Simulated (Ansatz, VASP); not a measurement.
## Sc5Mo in VASP and in Ansatz

The input INCAR:

```
PREC = Accurate
ENCUT = 520
EDIFF = 1E-6
ISMEAR = 0
SIGMA = 0.1
LREAL = False
LASPH = True
NELM = 150
ALGO = Normal
ISIF = 2
LWAVE = False
LCHARG = True
ISPIN = 2
MAGMOM = 1 1 1 1 1 1
LORBIT = 11
LMAXMIX = 4
GGA = PE
LELF = True
LVHAR = True
NBANDS = 48
```

File KPOINTS:

```
Automatic mesh
0
Gamma
  4 4 4
```

The input POSCAR:

```
Sc5Mo
1.0
    0.0000000000      4.0595310651      4.0595310651
    4.0595310651      0.0000000000      4.0595310651
    4.0595310651      4.0595310651      0.0000000000
Sc Mo
5 1
Direct
    0.7500000000      0.7500000000      0.7500000000
    0.3728083267      0.3728083267      0.8815750199
    0.3728083267      0.8815750199      0.3728083267
    0.3728083267      0.3728083267      0.3728083267
    0.8815750199      0.3728083267      0.3728083267
    0.0000000000      0.0000000000      0.0000000000
```

Input for Ansatz:

```yaml
crystal:
  lattice:
    - [0.0, 4.0595310651, 4.0595310651]
    - [4.0595310651, 0.0, 4.0595310651]
    - [4.0595310651, 4.0595310651, 0.0]
  atoms:
    - { symbol: Sc, position: [0.75, 0.75, 0.75], spin: 1.0 }
    - { symbol: Sc, position: [0.3728083267, 0.3728083267, 0.8815750199], spin: 1.0 }
    - { symbol: Sc, position: [0.3728083267, 0.8815750199, 0.3728083267], spin: 1.0 }
    - { symbol: Sc, position: [0.3728083267, 0.3728083267, 0.3728083267], spin: 1.0 }
    - { symbol: Sc, position: [0.8815750199, 0.3728083267, 0.3728083267], spin: 1.0 }
    - { symbol: Mo, position: [0.0, 0.0, 0.0], spin: 1.0 }
basis:
  ecutwfc: 420
kpoints:
  mp_grid: { grid: [4, 4, 4] }
hamiltonian:
  xc: pbe
scf:
  occupations: { method: gaussian, width: 0.1 }
  lower_state_search: "off"
output:
  forces: true
  stress: true
  eigenvalues: true
  populations: true
magnetization:
  spin_polarized: true
```

Change from the starting cell: species swapped into the TmCu5 type (F-43m, No. 216).

Alike in both runs: task single point; functional PBE; k mesh 4 × 4 × 4; occupations gaussian, width 0.1 eV; collinear spin.

```csv
,VASP,Ansatz
version,VASP 6.6.1,Ansatz 0.2.0
potentials or method,"VASP PAW PBE potentials, release 64 (Sc_sv, Mo_sv), cutoff 520 eV","scalar-relativistic, plane waves, PAW"
valence electrons in the cell,69,69
```

VASP gave:

```
gap on the k mesh at the Fermi level (eV)                     : none
pressure (GPa)                                                : 0.3
rms of the force components (eV/Å)                            : 0.060
net moment per atom (μB)                                      : 0.31
size of the moment on the site where the two differ most (μB) : 0.34
```

Problem. Which values does Ansatz return?

Solution. gap on the k mesh at the Fermi level (eV): none; pressure (GPa): 0.2; rms of the force components (eV/Å): 0.055; net moment per atom (μB): 0.31; size of the moment on the site where the two differ most (μB): 0.41.

Site moments also hang on the region over which each program counts them. Atom by atom the forces differ by 0.005 eV/Å (rms over components). A gap of «none» marks a metal or a gap that the smearing closes.
